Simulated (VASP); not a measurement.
Write the native input for VASP 6.6.1 that does the following.

- Task: single point
- Functional: PBE
- Potentials or basis: VASP PAW PBE potentials, release 64 (W_sv, S)
- Cutoff: 520 eV
- k mesh: 12 × 12 × 4
- Occupations: gaussian, width 0.02 eV
- Spin: no spin polarisation
- Dipole correction: no
- Further INCAR settings: ALGO = Normal; EDIFF = 1e-06; NBANDS = 35

The structure of WS2 lies in POSCAR:

```
WS2
1.0
    3.1849604600      0.0000000000      0.0000000000
   -1.5924802300      2.7582566684      0.0000000000
    0.0000000000      0.0000000000     11.7695000000
W S
2 4
Direct
    0.3333333333      0.6666666667      0.2500000000
    0.6666666667      0.3333333333      0.7500000000
    0.3333333333      0.6666666667      0.6170606123
    0.6666666667      0.3333333333      0.1170606123
    0.3333333333      0.6666666667      0.8829393877
    0.6666666667      0.3333333333      0.3829393877
```

This cell differs from its parent crystal: strained.

The input as run:

INCAR

```
SYSTEM = WS2
PREC = Accurate ; ENCUT = 520
EDIFF = 1E-6 ; ISMEAR = 0
SIGMA = 0.02 ; LREAL = .False.
LASPH = .True. ; NELM = 100
ALGO = Normal ; ISIF = 2
LWAVE = .False. ; LCHARG = .False.
GGA = PE ; NBANDS = 35
```

KPOINTS

```
Automatic mesh
0
Gamma
  12 12 4
  0 0 0
```

Potentials or basis: VASP PAW PBE potentials, release 64 (W_sv, S).

Launch:

```console
$ cat potpaw_PBE.64/W_sv/POTCAR potpaw_PBE.64/S/POTCAR > POTCAR
$ mpirun -np 1 vasp_std > vasp.out
```

It gave:

```json
{
  "Pressure": "2.7 GPa",
  "Largest force": "0.140 eV/Å",
  "Band gap on the k mesh": "0.75 eV (least direct gap 1.68 eV)"
}
```

Caveat: the cell differs from its parent crystal (strained); spin-orbit coupling is left out, which moves the levels of the heavy elements.

It took 4.7 min on 1 thread of Intel Xeon 8259CL (shared host), peak memory 0.32 GiB.
